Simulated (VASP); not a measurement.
A run of VASP 6.6.1:

Contents of INCAR:

```
PREC = Accurate
ENCUT = 520
EDIFF = 1E-6
ISMEAR = 0
SIGMA = 0.1
LREAL = False
LASPH = True
NELM = 100
ALGO = Fast
ISIF = 2
LWAVE = False
LCHARG = False
GGA = PS
NBANDS = 12
```

File KPOINTS:

```
Automatic mesh
0
Gamma
  18 18 18
```

File POSCAR:

```
Zn
1.0
    1.6265605826      0.9390951903      2.1004250782
   -1.6265605826      0.9390951903      2.1004250782
    0.0000000000     -1.8781903804      2.1004250782
Zn
1
Direct
    0.0000000000      0.0000000000      0.0000000000
```

Potentials or basis: VASP PAW PBE potentials, release 64 (Zn).

Command:

```sh
$ cat potpaw_PBE.64/Zn/POTCAR > POTCAR
$ mpirun -np 1 vasp_std > vasp.out
```

Hardware: 1 thread of AMD EPYC 9R14 (Zen 4), with other jobs on the host.

Problem. Estimate the wall time of this run.

Solution. It took 69 s on 1 thread of AMD EPYC 9R14 (Zen 4), with other jobs on the host, peak memory 0.21 GiB. Counts: scf iterations 11, k points 580.
